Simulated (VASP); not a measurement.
## CuAu: single point with LDA

The system is CuAu.

```xyz
2
Lattice="2.6600 0.0000 0.0000 0.0000 2.6600 0.0000 0.0000 0.0000 3.7618" Properties=species:S:1:pos:R:3 pbc="T T T"
Cu    1.3300    1.3300    1.8809
Au    0.0000    0.0000    0.0000
```

This cell differs from its parent crystal: strain -0.050 along x and y, +0.025 along z.

```
Program             : VASP 6.6.1
Task                : single point
Functional          : LDA
Potentials or basis : VASP PAW LDA potentials, release 64 (Cu, Au)
Cutoff              : 520 eV
k mesh              : 18 × 18 × 14
Occupations         : gaussian, width 0.15 eV
Spin                : no spin polarisation
```

- Pressure: 9.3 GPa
- Band gap on the k mesh: zero (band 11 reaches 15.75 eV, above the bottom of band 12 at 7.85 eV)

Stress tensor (GPa, compression positive):
```
12.02  0.00  0.00
 0.00 12.02  0.00
 0.00  0.00  3.94
```

Levels at points of the mesh, in eV from the Fermi level:
```tsv
k point	band 7	band 8	band 9	band 10	band 11	band 12	band 13	band 14	band 15	band 16
(0.00, 0.00, 0.00)	-2.87	-2.55	-1.82	-1.58	-1.58	0.86	7.41	11.33	11.33	17.40
(0.50, 0.00, 0.00)	-3.39	-3.35	-2.64	-2.41	-0.74	0.51	8.84	9.19	10.99	11.51
(0.50, 0.50, 0.00)	-1.69	-1.59	-1.59	-1.23	0.90	0.90	6.62	8.04	9.65	11.45
(0.00, 0.00, 0.50)	-3.71	-2.86	-2.61	-2.54	-2.54	-2.10	14.94	15.33	15.73	15.73
(0.50, 0.00, 0.50)	-1.84	-1.81	-1.76	-1.75	-1.44	-1.44	3.33	4.66	16.28	16.85
(0.50, 0.50, 0.50)	-3.51	-2.47	-1.69	-1.23	5.80	5.80	6.04	7.14	7.14	7.60
```

Wall time 3.2 min on 1 thread of Intel(R) Xeon(R) Platinum 8259CL CPU @ 2.50GHz (Skylake/Cascade Lake) (shared host), peak memory 0.31 GiB.

Caveat: the cell differs from its parent crystal (strain -0.050 along x and y, +0.025 along z); spin-orbit coupling is left out, which moves the levels of the heavy elements.
